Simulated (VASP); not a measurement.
Runs of VASP 6.6.1 on CaAl4O. The structure is that of space group P4/mmm (No. 123), or close to it. The cells are those of the table. 

```csv
task,spin,cell,k mesh,cutoff (eV),gap on the mesh (eV),pressure (GPa),largest force (eV/Å)
relaxation of cell and atoms,off,"relaxed from a = 4.394, b = 4.394, c = 6.196 Å, 6 atoms",4 × 4 × 4,600,none,0.1,0.01
single point,off,"a = 3.898, b = 3.898, c = 7.903 Å, 6 atoms",4 × 4 × 4,520,none,-0.1,-
single point,"collinear, ferromagnetic start","a = 3.898, b = 3.898, c = 7.903 Å, 6 atoms",4 × 4 × 2,520,none,-0.1,0.06
single point,off,"a = 4.394, b = 4.394, c = 6.196 Å, 6 atoms",4 × 4 × 4,520,none,3.7,(a)
```

Alike in all rows: level PBE; potentials or basis VASP PAW PBE potentials, release 64 (Ca_sv, Al, O); smearing gaussian 0.1 eV.

Task: Fill in the values left out.

Result: (a) 2.03.

Caveats: some runs use coarse meshes; forces of over 1 eV/Å act on the atoms, so gaps and moduli don't describe the material at rest (some runs).

A gap of «none» marks levels without a gap at the run's occupations.
